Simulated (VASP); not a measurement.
Write the native input for VASP 6.6.1 that does the following.

```yaml
Task: single point
Functional: PBE
Potentials_or_basis: VASP PAW PBE potentials, release 64 (In_d)
Cutoff: 520 eV
k_mesh: 15 × 15 × 8
Occupations: gaussian, width 0.1 eV
Spin: no spin polarisation
Dipole_correction: no
Further_INCAR_settings: ALGO = Fast; EDIFF = 1e-07; NBANDS = 20
```

The structure of In lies in POSCAR:

```
In
1.0
    3.3984182153     -0.0000000001      0.0000000000
   -1.6992091076      2.9431165072      0.0000000000
    0.0000000000      0.0000000000      5.5432601119
In
2
Direct
    0.3333333333      0.6666666667      0.2500000000
    0.6666666667      0.3333333333      0.7500000000
```

This isn't the form of In at room conditions, which is tetragonal.

The input as run:

INCAR

```
SYSTEM = In
ALGO     = Fast           ! electronic algorithm
EDIFF    = 1E-7           ! SCF threshold, eV
ENCUT    = 520            ! plane-wave cutoff, eV
GGA      = PE             ! functional
ISIF     = 2              ! what is computed and relaxed
ISMEAR   = 0              ! smearing method
LASPH    = .TRUE.         ! aspherical terms in the spheres
LCHARG   = .TRUE.         ! write CHGCAR
LELF     = .TRUE.         ! ELF
LREAL    = .FALSE.        ! projectors in reciprocal space
LVHAR    = .TRUE.       
LWAVE    = .FALSE.        ! write WAVECAR
NBANDS   = 20             ! bands
NELM     = 100            ! most SCF steps
PREC     = Accurate       ! precision mode
SIGMA    = 0.1            ! smearing width, eV
```

KPOINTS

```
k-points
0
G
  15 15 8
  0 0 0
```

Potentials or basis: VASP PAW PBE potentials, release 64 (In_d).

Run with:

```bash
$ cat potpaw_PBE.64/In_d/POTCAR > POTCAR
$ mpirun -np 1 vasp_std > vasp.out
```

Results of the run:

The pressure is -0.1 GPa. The band gap on the k mesh is zero (bands 13 and 14 overlap by 5.90 eV).

Caveat: spin-orbit coupling is left out, which moves the levels of the heavy elements.

It took 81 s on 1 thread of Intel(R) Xeon(R) 6975P-C (Granite Rapids), on a shared host, peak memory 0.26 GiB.
